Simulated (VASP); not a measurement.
# Mn3Si (Fm-3m) in VASP: a series of runs

Mn3Si is run at these levels: PBEsol; tasks: single point.

All numbers are computed with VASP 6.6.1; they aren't measurements. Logs are shortened: lines on timing, memory, paths and dates and some standing lists are left out, and cuts for length are marked.

### Step 1. The cell of the first run

The structure is cubic, space group Fm-3m (No. 225). The conventional cell has a = 5.797 Å, b = 5.797 Å, c = 5.797 Å, α = 90.00°, β = 90.00°, γ = 90.00°. Mn (site symmetry -43m) has 10 Mn at 2.51 to 2.90 Å and 4 Si at 2.51 Å within 3.3 Å. Mn (site symmetry m-3m) has 8 Mn at 2.51 Å and 6 Si at 2.90 Å within 3.3 Å. Si (site symmetry m-3m) has 14 Mn at 2.51 to 2.90 Å within 3.3 Å.

### Step 2. Single point, PBEsol, collinear spin, ferromagnetic start (12.18 Å³/atom)

INCAR

```
SYSTEM = Mn3Si
  ALGO = All
  EDIFF = 1E-6
  ENCUT = 540
  GGA = PS
  GGA_COMPAT = .False.
  ISEARCH = 1
  ISIF = 2
  ISMEAR = -1
  ISPIN = 2
  KPAR = 4
  LASPH = .True.
  LCHARG = .False.
  LMAXMIX = 4
  LORBIT = 11
  LREAL = .False.
  LWAVE = .False.
  MAGMOM = 4 4 4 0
  NBANDS = 34
  NELM = 300
  PREC = Accurate
  SIGMA = 0.05
```

KPOINTS

```
k-points
0
Gamma
  8 8 8
  0 0 0
```

POSCAR

```
Mn3Si
1.0
    0.0000000000      2.8986490543      2.8986490543
    2.8986490543      0.0000000000      2.8986490543
    2.8986490543      2.8986490543      0.0000000000
Mn Si
3 1
Direct
    0.7500000000      0.7500000000      0.7500000000
    0.2500000000      0.2500000000      0.2500000000
    0.5000000000      0.5000000000      0.5000000000
    0.0000000000      0.0000000000      0.0000000000
```

Potentials or basis: VASP PAW PBE potentials, release 64 (Mn_pv, Si).

On the command line:

```bash
$ cat potpaw_PBE.64/Mn_pv/POTCAR potpaw_PBE.64/Si/POTCAR > POTCAR
$ mpirun -np 4 vasp_std > vasp.out
```

OUTCAR:

```text
SYSTEM = Mn3Si
   EDIFF = 1E-6
   ENCUT = 540
   GGA = PS
   ISIF = 2
   ISMEAR = -1
   ISPIN = 2
   LASPH = .True.
   LORBIT = 11
   LREAL = .False.
   NELM = 300
   PREC = Accurate

 ion  position               nearest neighbor table
   1  0.750  0.750  0.750-   3 2.51   3 2.51   3 2.51   3 2.51   4 2.51   4 2.51   4 2.51   4 2.51
                             2 2.90   2 2.90   2 2.90   2 2.90   2 2.90   2 2.90
   2  0.250  0.250  0.250-   4 2.51   4 2.51   4 2.51   3 2.51   4 2.51   3 2.51   3 2.51   3 2.51
                             1 2.90   1 2.90   1 2.90   1 2.90   1 2.90   1 2.90
   3  0.500  0.500  0.500-   2 2.51   2 2.51   2 2.51   1 2.51   2 2.51   1 2.51   1 2.51   1 2.51
                             4 2.90   4 2.90   4 2.90   4 2.90   4 2.90   4 2.90
   4  0.000  0.000  0.000-   1 2.51   1 2.51   1 2.51   1 2.51   2 2.51   2 2.51   2 2.51   2 2.51
                             3 2.90   3 2.90   3 2.90   3 2.90   3 2.90   3 2.90

  LATTYP: Found a face centered cubic cell.
 ALAT       =     5.7972981086

  Lattice vectors:

 A1 = (   0.0000000000,   2.8986490543,   2.8986490543)
 A2 = (   2.8986490543,   0.0000000000,   2.8986490543)
 A3 = (   2.8986490543,   2.8986490543,   0.0000000000)

Analysis of symmetry for initial positions (statically):
=====================================================================
 Subroutine PRICEL returns:
 Original cell was already a primitive cell.

 Routine SETGRP: Setting up the symmetry group for a
 face centered cubic supercell.

 Subroutine GETGRP returns: Found 48 space group operations
 (whereof 48 operations were pure point group operations)
 out of a pool of 48 trial point group operations.

The static configuration has the point symmetry O_h .

Analysis of symmetry for dynamics (positions and initial velocities):
=====================================================================
 Subroutine PRICEL returns:
 Original cell was already a primitive cell.

 Routine SETGRP: Setting up the symmetry group for a
 face centered cubic supercell.

 Subroutine GETGRP returns: Found 48 space group operations
 (whereof 48 operations were pure point group operations)
 out of a pool of 48 trial point group operations.

The dynamic configuration has the point symmetry O_h .

Analysis of structural, dynamic, and magnetic symmetry:
=====================================================================
 Subroutine PRICEL returns:
 Original cell was already a primitive cell.

 Routine SETGRP: Setting up the symmetry group for a
 face centered cubic supercell.

 Subroutine GETGRP returns: Found 48 space group operations
 (whereof 48 operations were pure point group operations)
 out of a pool of 48 trial point group operations.

The overall configuration has the point symmetry O_h .

[... 134 lines left out ...]
  energy-cutoff  :      540.00
  volume of cell :       48.71
 maximum number of plane-waves:      1411
   NGX = 15   NGY = 15   NGZ = 15

 number of electron      43.0000000 magnetization      12.0000000

 number of electron      43.0000043 magnetization       1.0055528

 Free energy of the ion-electron system (eV)
  ---------------------------------------------------
  ext. energy  EPLUGINS =         0.00000000
  ---------------------------------------------------
  free energy    TOTEN  =       -35.96477814 eV

  energy without entropy =      -35.94619471  energy(sigma->0) =      -35.95548642

 E-fermi :   9.7099     XC(G=0): -13.0273

 val. band max:        9.7068327670   @ k =   0.2500   0.2500   0.0000
 cond. band min:       9.7359564767   @ k =  -0.2500   0.2500   0.0000
 fundamental gap:      0.0291237096
 Fermi energy:         9.7099026454

 spin component 1

 k-point     1 :       0.0000    0.0000    0.0000
  band No.  band energies     occupation
      1     -39.5308      1.00000
      2     -39.5308      1.00000
      3     -39.5308      1.00000
      4     -37.5108      1.00000
      5     -37.5108      1.00000
      6     -37.5108      1.00000
[... 853 lines left out ...]
     32      18.7353      0.00000
     33      19.5375      0.00000

 [... further k-points ...]

 spin component 2

 k-point     1 :       0.0000    0.0000    0.0000
  band No.  band energies     occupation
      1     -38.4559      1.00000
      2     -38.4559      1.00000
      3     -38.4559      1.00000
      4     -38.3963      1.00000
      5     -38.3963      1.00000
      6     -38.3963      1.00000
[... 853 lines left out ...]
     32      18.7510      0.00000
     33      19.5889      0.00000

 [... further k-points ...]

 [bands above 33 left out]

------------------------ aborting loop because EDIFF is reached ----------------------------------------

  FORCE on cell =-STRESS in cart. coord.  units (eV):
  Direction    XX          YY          ZZ          XY          YZ          ZX
  --------------------------------------------------------------------------------------
  -------------------------------------------------------------------------------------
  Total       -6.4646241     -6.4646241     -6.4646241      0.0000000      0.0000000      0.0000000
  in kB     -212.6360758   -212.6360758   -212.6360758      0.0000000      0.0000000      0.0000000
  external PRESSURE =    -212.6360758 kB  Pullay stress =       0.0000000 kB

 VOLUME and BASIS-vectors are now :
 -----------------------------------------------------------------------------
  energy-cutoff  :      540.00
  volume of cell :       48.71
      direct lattice vectors                 reciprocal lattice vectors
     0.000000000  2.898649054  2.898649054    -0.172494148  0.172494148  0.172494148
     2.898649054  0.000000000  2.898649054     0.172494148 -0.172494148  0.172494148
     2.898649054  2.898649054  0.000000000     0.172494148  0.172494148 -0.172494148

 POSITION                                       TOTAL-FORCE (eV/Angst)
 -----------------------------------------------------------------------------------
      4.34797      4.34797      4.34797         0.000000      0.000000      0.000000
      1.44932      1.44932      1.44932        -0.000000     -0.000000     -0.000000
      2.89865      2.89865      2.89865         0.000000     -0.000000     -0.000000
      0.00000      0.00000      0.00000         0.000000     -0.000000     -0.000000
 -----------------------------------------------------------------------------------
    total drift:                               -0.000000     -0.000000      0.000000

  FREE ENERGIE OF THE ION-ELECTRON SYSTEM (eV)
  ---------------------------------------------------
  free  energy   TOTEN  =       -35.9647781375 eV

  energy  without entropy=      -35.9461956468  energy(sigma->0) =      -35.95548689

 total charge

# of ion       s       p       d       tot
------------------------------------------
    1        0.324   6.328   5.192  11.844
    2        0.324   6.328   5.192  11.844
    3        0.363   6.328   5.052  11.743
    4        0.718   0.866   0.000   1.584
--------------------------------------------------
tot          1.728  19.851  15.437  37.016

 magnetization (x)

# of ion       s       p       d       tot
------------------------------------------
    1       -0.008  -0.015  -0.914  -0.938
    2       -0.008  -0.015  -0.914  -0.938
    3        0.029   0.031   2.727   2.787
    4        0.023   0.027   0.000   0.050
--------------------------------------------------
tot          0.036   0.027   0.899   0.962
```

stdout:

```text
POSCAR found type information on POSCAR MnSi
 POSCAR found :  2 types and       4 ions
 scaLAPACK will be used
 -----------------------------------------------------------------------------
|                                                                             |
[... 101 lines left out ...]
 gam= 0.000 trial= 0.176  step=  0.7637 mean=  0.1759
  continued last = 0.594  step=  0.7649 harm=  0.7644 4th-ord=  0.7649
  steps along line     -0.17589E-04   0.17589E-04   0.17589E+00   0.59363E+00
  energies along line   0.68289E-06  -0.68289E-06  -0.60425E-02  -0.14096E-01
 gam= 2.289 g(H,U,f)=  0.151E-01 0.732E-01 0.583E-03 ort(H,U,f) =-0.141E-02 0.150E-02-0.259E-03
 gam= 2.289 trial= 0.235  step=  0.2620 mean=  0.2348
 ga
```

It took 65 s on 4 MPI ranks of AMD EPYC 9R45 (Zen 5), shared host; peak memory 0.3 GiB.

Results:

```
Free energy                                           : -35.9648 eV
Pressure                                              : -21.3 GPa
Band gap on the k mesh                                : zero (filled and empty bands overlap)
Net moment                                            : 1.01 μB per cell
Site moments                                          : Mn -0.94, +2.79 (each value once); Si +0.05 μB
Valence electrons inside the program's atomic spheres : Mn 11.84, 11.74 (each value once); Si 1.58
```

Caveat: the cell stands under tension; the PAW data sets were made with another functional, which shifts forces and pressure a little.

### Step 3. Single point, PBEsol, collinear spin, ferromagnetic start

This run uses another cell than the first one, of 11.01 Å³/atom.

INCAR

```
  PREC = Accurate
  ENCUT = 520
  EDIFF = 1E-6
  ISMEAR = -1
  SIGMA = 0.05
  LREAL = False
  LASPH = True
  NELM = 150
  ALGO = Normal
  ISIF = 2
  LWAVE = False
  LCHARG = False
  ISPIN = 2
  MAGMOM = 4 4 4 0
  LORBIT = 11
  LMAXMIX = 4
  GGA = PS
  NBANDS = 34
```

KPOINTS

```
regular mesh
0
Gamma
  8 8 8
```

POSCAR

```
Mn3Si
1.0
    0.0000000000      2.8025958570      2.8025958570
    2.8025958570      0.0000000000      2.8025958570
    2.8025958570      2.8025958570      0.0000000000
Mn Si
3 1
Direct
    0.7500000000      0.7500000000      0.7500000000
    0.2500000000      0.2500000000      0.2500000000
    0.5000000000      0.5000000000      0.5000000000
    0.0000000000      0.0000000000      0.0000000000
```

Potentials or basis: VASP PAW PBE potentials, release 64 (Mn_pv, Si).

On the command line:

```bash
$ cat potpaw_PBE.64/Mn_pv/POTCAR potpaw_PBE.64/Si/POTCAR > POTCAR
$ mpirun -np 1 vasp_std > vasp.out
```

It took 95 s on 1 thread of AMD EPYC 9R45 (Zen 5), shared host; peak memory 0.19 GiB.

The run converged. Its results:

```yaml
Free_energy: -36.3615 eV
Pressure: -4.4 GPa
Band_gap_on_the_k_mesh: zero (filled and empty bands overlap)
Net_moment: 1.04 μB per cell
Site_moments: Mn -0.69, +2.36 (each value once); Si +0.04 μB
Valence_electrons_inside_the_program's_atomic_spheres: Mn 12.03, 11.91 (each value once); Si 1.65
```

Levels at points of the mesh, in eV from the Fermi level:
Spin up:
```tsv
k point	band 19	band 20	band 21	band 22	band 23	band 24	band 25	band 26
(0.00, 0.00, 0.00)	0.00	0.00	0.75	0.75	0.75	1.36	1.36	4.11
(0.50, 0.00, 0.00)	-0.58	-0.58	-0.58	-0.14	-0.14	0.63	0.63	0.92
(0.50, 0.50, 0.00)	-1.81	-0.82	-0.21	-0.21	0.25	0.79	0.93	0.93
```
Spin down:
```
           k point  band 19  band 20  band 21  band 22  band 23  band 24
(0.00, 0.00, 0.00)     0.16     0.16     0.16     0.92     0.92     1.80
(0.50, 0.00, 0.00)    -1.15    -1.15    -1.10     0.98     0.98     1.53
(0.50, 0.50, 0.00)    -0.71    -0.71    -0.01     0.31     0.87     0.93
```

Caveat: the cell stands under tension; the PAW data sets were made with another functional, which shifts forces and pressure a little.

### Step 4. Single point, PBEsol, collinear spin, ferromagnetic start

This run uses another cell than the first one, of 11.24 Å³/atom.

INCAR

```
  PREC = Accurate
  ENCUT = 520
  EDIFF = 1E-7
  ISMEAR = -1
  SIGMA = 0.05
  LREAL = F
  LASPH = T
  NELM = 150
  ALGO = Normal
  ISIF = 2
  LWAVE = F
  LCHARG = F
  ISPIN = 2
  MAGMOM = 4 4 4 0
  LORBIT = 11
  LMAXMIX = 4
  GGA = PS
  NBANDS = 34
```

KPOINTS

```
Automatic mesh
0
Gamma
  8 8 8
```

POSCAR

```
Mn3Si
1.0
    0.0000000000      2.8223330979      2.8223330979
    2.8223330979      0.0000000000      2.8223330979
    2.8223330979      2.8223330979      0.0000000000
Mn Si
3 1
Direct
    0.7500000000      0.7500000000      0.7500000000
    0.2500000000      0.2500000000      0.2500000000
    0.5000000000      0.5000000000      0.5000000000
    0.0000000000      0.0000000000      0.0000000000
```

On the command line:

```bash
$ cat potpaw_PBE.64/Mn_pv/POTCAR potpaw_PBE.64/Si/POTCAR > POTCAR
$ mpirun -np 1 vasp_std > vasp.out
```

It took 2.4 min on 1 thread of AMD EPYC 9R45 (Zen 5), shared host; peak memory 0.2 GiB.

It converged, with:

- Free energy: -36.3238 eV
- Pressure: -8.5 GPa
- Band gap on the k mesh: zero (filled and empty bands overlap)
- Net moment: 1.02 μB per cell
- Site moments: Mn -0.76, +2.47 (each value once); Si +0.04 μB
- Valence electrons inside the program's atomic spheres: Mn 11.99, 11.88 (each value once); Si 1.64

Levels at points of the mesh, in eV from the Fermi level:
Spin up:
```tsv
k point	band 18	band 19	band 20	band 21	band 22	band 23	band 24	band 25	band 26	band 27
(0.00, 0.00, 0.00)	-2.62	-0.03	-0.03	0.77	0.77	0.77	1.34	1.34	3.88	4.98
(0.50, 0.00, 0.00)	-1.62	-0.55	-0.53	-0.53	-0.18	-0.18	0.61	0.61	0.88	4.72
(0.50, 0.50, 0.00)	-2.21	-1.74	-0.87	-0.19	-0.19	0.22	0.80	0.91	0.91	1.28
```
Spin down:
```tsv
k point	band 18	band 19	band 20	band 21	band 22	band 23	band 24	band 25
(0.00, 0.00, 0.00)	-1.45	0.12	0.12	0.12	0.85	0.85	1.81	1.81
(0.50, 0.00, 0.00)	-1.96	-1.16	-1.16	-1.12	0.97	0.97	1.52	1.67
(0.50, 0.50, 0.00)	-2.02	-0.75	-0.75	-0.07	0.39	0.80	0.92	1.31
```

Caveat: the cell stands under tension; the PAW data sets were made with another functional, which shifts forces and pressure a little.

### Step 5. Single point, PBEsol, collinear spin, ferromagnetic start

This run uses another cell than the first one, of 11.47 Å³/atom.

INCAR

```
SYSTEM = Mn3Si
PREC     = Accurate       ! precision mode
ENCUT    = 520            ! plane-wave cutoff, eV
EDIFF    = 1E-7           ! SCF threshold, eV
ISMEAR   = -1             ! smearing method
SIGMA    = 0.05           ! smearing width, eV
LREAL    = .False.        ! projectors in reciprocal space
LASPH    = .True.         ! aspherical terms in the spheres
NELM     = 150            ! most SCF steps
ALGO     = Fast           ! electronic algorithm
ISIF     = 2              ! what is computed and relaxed
LWAVE    = .False.        ! write WAVECAR
LCHARG   = .True.         ! write CHGCAR
ISPIN    = 2              ! spin polarisation
MAGMOM   = 4 4 4 0        ! initial moments
LORBIT   = 11             ! projections on sites
LMAXMIX  = 4              ! l up to which the mixer works
GGA      = PS             ! functional
LELF     = .True.         ! ELF
LVHAR    = .True.       
NBANDS   = 34             ! bands
```

KPOINTS

```
regular mesh
0
Gamma
  8 8 8
  0 0 0
```

POSCAR

```
Mn3Si
1.0
    0.0000000000      2.8417980792      2.8417980792
    2.8417980792      0.0000000000      2.8417980792
    2.8417980792      2.8417980792      0.0000000000
Mn Si
3 1
Direct
    0.7500000000      0.7500000000      0.7500000000
    0.2500000000      0.2500000000      0.2500000000
    0.5000000000      0.5000000000      0.5000000000
    0.0000000000      0.0000000000      0.0000000000
```

On the command line:

```bash
$ cat potpaw_PBE.64/Mn_pv/POTCAR potpaw_PBE.64/Si/POTCAR > POTCAR
$ mpirun -np 1 vasp_std > vasp.out
```

Run time: 3.2 min. Hardware: 1 thread of AMD EPYC 9R45 (Zen 5), shared host; peak memory 0.19 GiB.

The run converged. Its results:

```yaml
Free_energy: -36.2631 eV
Pressure: -12.3 GPa
Band_gap_on_the_k_mesh: zero (filled and empty bands overlap)
Net_moment: 1.02 μB per cell
Site_moments: Mn -0.81, +2.56 (each value once); Si +0.04 μB
Valence_electrons_inside_the_program's_atomic_spheres: Mn 11.95, 11.84 (each value once); Si 1.62
```

Levels at points of the mesh, in eV from the Fermi level:
Spin up:
```
           k point  band 20  band 21  band 22  band 23  band 24  band 25
(0.00, 0.00, 0.00)    -0.07     0.77     0.77     0.77     1.31     1.31
(0.50, 0.00, 0.00)    -0.49    -0.49    -0.21    -0.21     0.58     0.58
(0.50, 0.50, 0.00)    -0.93    -0.17    -0.17     0.19     0.80     0.88
```
Spin down:
| k point | band 17 | band 18 | band 19 | band 20 | band 21 | band 22 | band 23 | band 24 | band 25 | band 26 |
| --- | --- | --- | --- | --- | --- | --- | --- | --- | --- | --- |
| (0.00, 0.00, 0.00) | -1.40 | -1.40 | 0.09 | 0.09 | 0.09 | 0.79 | 0.79 | 1.82 | 1.82 | 3.98 |
| (0.50, 0.00, 0.00) | -1.94 | -1.94 | -1.17 | -1.17 | -1.14 | 0.94 | 0.94 | 1.50 | 1.67 | 1.67 |
| (0.50, 0.50, 0.00) | -1.98 | -1.98 | -0.78 | -0.78 | -0.12 | 0.47 | 0.74 | 0.91 | 1.23 | 1.43 |

Caveat: the cell stands under tension; the PAW data sets were made with another functional, which shifts forces and pressure a little.

### Step 6. Single point, PBEsol, collinear spin, ferromagnetic start (12.41 Å³/atom)

This run uses another cell than the first one, of 12.41 Å³/atom.

INCAR

```
ALGO = All
EDIFF = 1E-6
ENCUT = 540
GGA = PS
GGA_COMPAT = F
ISEARCH = 1
ISIF = 2
ISMEAR = -1
ISPIN = 2
KPAR = 4
LASPH = T
LCHARG = F
LMAXMIX = 4
LORBIT = 11
LREAL = F
LWAVE = F
MAGMOM = 4 4 4 0
NBANDS = 34
NELM = 300
PREC = Accurate
SIGMA = 0.05
```

KPOINTS

```
k-points
0
Gamma
  8 8 8
```

POSCAR

```
Mn3Si
1.0
    0.0000000000      2.9171122849      2.9171122849
    2.9171122849      0.0000000000      2.9171122849
    2.9171122849      2.9171122849      0.0000000000
Mn Si
3 1
Direct
    0.7500000000      0.7500000000      0.7500000000
    0.2500000000      0.2500000000      0.2500000000
    0.5000000000      0.5000000000      0.5000000000
    0.0000000000      0.0000000000      0.0000000000
```

Potentials or basis: VASP PAW PBE potentials, release 64 (Mn_pv, Si).

On the command line:

```bash
$ cat potpaw_PBE.64/Mn_pv/POTCAR potpaw_PBE.64/Si/POTCAR > POTCAR
$ mpirun -np 4 vasp_std > vasp.out
```

Run time: 1.7 min. Hardware: 4 MPI ranks of Intel Xeon Platinum 8488C (Sapphire Rapids), shared host; peak memory 0.32 GiB.

The run converged. Its results:

```yaml
Free_energy: -35.8336 eV
Pressure: -23.6 GPa
Band_gap_on_the_k_mesh: zero (filled and empty bands overlap)
Net_moment: 1.00 μB per cell
Site_moments: Mn -0.98, +2.85 (each value once); Si +0.05 μB
Valence_electrons_inside_the_program's_atomic_spheres: Mn 11.81, 11.71 (each value once); Si 1.57
```

Levels at points of the mesh, in eV from the Fermi level:
Spin up:
| k point | band 18 | band 19 | band 20 | band 21 | band 22 | band 23 | band 24 | band 25 | band 26 | band 27 |
| --- | --- | --- | --- | --- | --- | --- | --- | --- | --- | --- |
| (0.00, 0.00, 0.00) | -2.65 | -0.23 | -0.23 | 0.75 | 0.75 | 0.75 | 1.17 | 1.17 | 2.80 | 4.40 |
| (0.50, 0.00, 0.00) | -1.45 | -0.50 | -0.40 | -0.40 | -0.40 | -0.40 | 0.45 | 0.45 | 0.66 | 4.06 |
| (0.50, 0.50, 0.00) | -2.28 | -1.49 | -1.20 | -0.15 | -0.15 | 0.03 | 0.75 | 0.75 | 0.78 | 1.12 |
Spin down:
| k point | band 18 | band 19 | band 20 | band 21 | band 22 | band 23 | band 24 | band 25 |
| --- | --- | --- | --- | --- | --- | --- | --- | --- |
| (0.00, 0.00, 0.00) | -1.28 | -0.05 | -0.05 | -0.05 | 0.53 | 0.53 | 1.75 | 1.75 |
| (0.50, 0.00, 0.00) | -1.91 | -1.24 | -1.22 | -1.22 | 0.82 | 0.82 | 1.40 | 1.60 |
| (0.50, 0.50, 0.00) | -1.88 | -0.91 | -0.91 | -0.33 | 0.48 | 0.63 | 0.80 | 0.92 |

Caveat: the cell stands under tension; the PAW data sets were made with another functional, which shifts forces and pressure a little.

### Step 7. Overview

| cell | cutoff (eV) | second try | gap on the mesh (eV) | pressure (GPa) | moment (μB) |
| --- | --- | --- | --- | --- | --- |
| a = 4.099 Å, angles 60.0°, 4 atoms | 540 | not_converged | none | -21.3 | 1.01 |
| a = 3.963 Å, angles 60.0°, 4 atoms | 520 | - | none | -4.4 | 1.04 |
| a = 3.991 Å, angles 60.0°, 4 atoms | 520 | - | none | -8.5 | 1.02 |
| a = 4.019 Å, angles 60.0°, 4 atoms | 520 | - | none | -12.3 | 1.02 |
| a = 4.125 Å, angles 60.0°, 4 atoms | 540 | not_converged | none | -23.6 | 1.00 |

Alike in all rows: task single point; level PBEsol; potentials or basis VASP PAW PBE potentials, release 64 (Mn_pv, Si); spin collinear, ferromagnetic start; k mesh 8 × 8 × 8; smearing fermi-dirac 0.05 eV.

Caveats: the cell stands under tension; the PAW data sets were made with another functional, which shifts forces and pressure a little.

Total energies depend on the potentials used, so only differences within one code and one set of settings carry meaning.

The gap in the log of VASP goes by the Fermi energy; the results here count the filled bands.